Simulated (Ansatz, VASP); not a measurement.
**One calculation of Y, two programs**

```
CELL_PARAMETERS angstrom
2.98854 0.00000 0.00000
-1.49427 2.58815 0.00000
0.00000 0.00000 2.82998
ATOMIC_POSITIONS crystal
Y 0.00000 0.00000 0.00000
```

Change from the starting cell: volume scaled by 0.65, LAPW.

Alike in both runs: task single point; functional PBE; k mesh 14 × 14 × 13; occupations fermi-dirac, width 0.05 eV; no spin polarisation.

|  | VASP | Ansatz |
| --- | --- | --- |
| version | VASP 6.6.1 | Ansatz 0.2.0 |
| potentials or method | VASP PAW PBE potentials, release 64 (Y_sv), cutoff 520 eV | all-electron LAPW, scalar-relativistic |

|  | VASP | Ansatz | Ansatz less VASP |
| --- | --- | --- | --- |
| pressure (GPa) | 26.9 | 27.0 | +0.13 |
| traceless stress, the component that is largest in VASP (GPa) | 0.08 | -0.03 | -0.113 |

Ansatz ran all-electron here, and VASP with PAW potentials.
